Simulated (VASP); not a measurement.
Wanted: the native input for a VASP 6.6.1 run.

* Task: single point
* Functional: PBE
* Potentials or basis: VASP PAW PBE potentials, release 64 (La, O)
* Cutoff: 520 eV
* k mesh: 4 × 4 × 4
* Occupations: gaussian, width 0.1 eV
* Spin: no spin polarisation
* Dipole correction: no
* Further INCAR settings: ALGO = Normal; EDIFF = 1e-06; NBANDS = 40

The structure of La5O lies in POSCAR:

```
La5O
1.0
    0.0000000000      4.6399633209      4.6399633209
    4.6399633209      0.0000000000      4.6399633209
    4.6399633209      4.6399633209      0.0000000000
La O
5 1
Direct
    0.1276664972      0.6241111676      0.6241111676
    0.6241111676      0.6241111676      0.6241111676
    0.6241111676      0.1276664972      0.6241111676
    0.6241111676      0.6241111676      0.1276664972
    0.2500000000      0.2500000000      0.2500000000
    0.0000000000      0.0000000000      0.0000000000
```

The cell was built from a structure type or drawn by symmetry, and may not be a known phase.

One way to write it, as run:

INCAR

```
PREC = Accurate
ENCUT = 520
EDIFF = 1E-6
ISMEAR = 0
SIGMA = 0.1
LREAL = False
LASPH = True
NELM = 60
ALGO = Normal
ISIF = 2
LWAVE = False
LCHARG = False
GGA = PE
NBANDS = 40
```

KPOINTS

```
Automatic mesh
0
Gamma
  4 4 4
```

Potentials or basis: VASP PAW PBE potentials, release 64 (La, O).

Command:

```bash
$ cat potpaw_PBE.64/La/POTCAR potpaw_PBE.64/O/POTCAR > POTCAR
$ mpirun -np 1 vasp_std > vasp.out
```

Results of the run:

```
Pressure               : 0.1 GPa
Largest force          : 0.015 eV/Å
Band gap on the k mesh : zero (an odd number of electrons rules out a gap without spin polarisation)
```

Caveat: spin-orbit coupling is left out, which moves the levels of the heavy elements; an odd number of electrons without spin polarisation forces a metal; a magnetic or distorted state may lie lower.

Wall time 81 s on 1 thread of Intel(R) Xeon(R) 6975P-C (Granite Rapids), with other jobs on the host, peak memory 0.36 GiB.
